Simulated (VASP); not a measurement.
# HfSiO4: single point with PBE

HfSiO4:

```
Hf Si O
1.0
    -3.32950    3.32950    3.02084
     3.32950   -3.32950    3.02084
     3.32950    3.32950   -3.02084
Hf Si O
2 2 8
Direct
  0.75000 0.25000 0.50000
  0.00000 0.00000 0.00000
  0.25000 0.75000 0.50000
  0.50000 0.50000 0.00000
  0.13506 0.31906 0.81600
  0.06906 0.75306 0.68400
  0.50306 0.31906 0.18400
  0.06906 0.38506 0.31600
  0.61494 0.93094 0.68400
  0.68094 0.86494 0.18400
  0.24694 0.93094 0.31600
  0.68094 0.49694 0.81600
```

```
Program                : VASP 6.6.1
Task                   : single point
Functional             : PBE
Potentials or basis    : VASP PAW PBE potentials, release 64 (Hf_pv, Si, O)
Cutoff                 : 520 eV
k mesh                 : 7 × 7 × 7
Occupations            : fermi-dirac, width 0.02 eV
Spin                   : no spin polarisation
Dipole correction      : no
Further INCAR settings : ALGO = Normal; EDIFF = 1e-07; NBANDS = 50
```

```json
{
  "Pressure": "-3.5 GPa",
  "Largest force": "0.190 eV/Å",
  "Band gap on the k mesh": "5.21 eV (least direct gap 5.55 eV)"
}
```

Forces on the atoms (eV/Å):
```
Hf   0.000  0.000  0.000
Hf   0.000  0.000  0.000
Si   0.000  0.000  0.000
Si   0.000  0.000  0.000
O    0.000 -0.127 -0.142
O    0.127  0.000 -0.142
O    0.000  0.127 -0.142
O   -0.127  0.000 -0.142
O    0.000  0.127  0.142
O    0.127  0.000  0.142
O    0.000 -0.127  0.142
O   -0.127  0.000  0.142
```

Stress tensor (GPa, compression positive):
```
-3.24  0.00  0.00
 0.00 -3.24  0.00
 0.00  0.00 -3.94
```

Levels at points of the mesh, in eV from the valence-band top:
| k point | band 35 | band 36 | band 37 | band 38 | band 39 | band 40 | band 41 | band 42 |
| --- | --- | --- | --- | --- | --- | --- | --- | --- |
| (0.00, 0.00, 0.00) | -0.59 | -0.59 | -0.52 | 0.00 | 5.55 | 5.85 | 5.88 | 5.97 |

Wall time 5.9 min on 1 thread of Intel(R) Xeon(R) Platinum 8259CL CPU @ 2.50GHz (Skylake/Cascade Lake), with other jobs on the host, peak memory 0.39 GiB.

Caveat: the cell stands under tension; spin-orbit coupling is left out, which moves the levels of the heavy elements; an odd mesh through Γ misses points on the zone boundary, where band edges can lie.
